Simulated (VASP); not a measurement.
A run of VASP 6.6.1 is set up as follows.

The input INCAR:

```
SYSTEM = ZnS
PREC = Accurate ; ENCUT = 500
EDIFF = 1E-6 ; ISMEAR = 0
SIGMA = 0.01 ; LREAL = .False.
LASPH = .True. ; NELM = 120
ALGO = Normal ; ISIF = 2
LWAVE = .False. ; LCHARG = .False.
GGA = CA ; NBANDS = 16
GGA_COMPAT = .False.
```

Contents of KPOINTS:

```
Automatic mesh
0
Gamma
  6 6 6
  0 0 0
```

POSCAR

```
ZnS
1.0
    0.0000000000      2.7492060269      2.7492060269
    2.7492060269      0.0000000000      2.7492060269
    2.7492060269      2.7492060269      0.0000000000
Zn S
1 1
Direct
    0.2500000000      0.2500000000      0.2500000000
    0.0000000000      0.0000000000      0.0000000000
```

Potentials or basis: VASP PAW LDA potentials, release 64 (Zn, S).

Run with:

```sh
$ cat potpaw_LDA.64/Zn/POTCAR potpaw_LDA.64/S/POTCAR > POTCAR
$ mpirun -np 1 vasp_std > vasp.out
```

(1) Predict the band gap on the k mesh.

(2) Estimate the pressure.

Answers

(1) 1.66 eV, direct.

(2) -7.4 GPa.
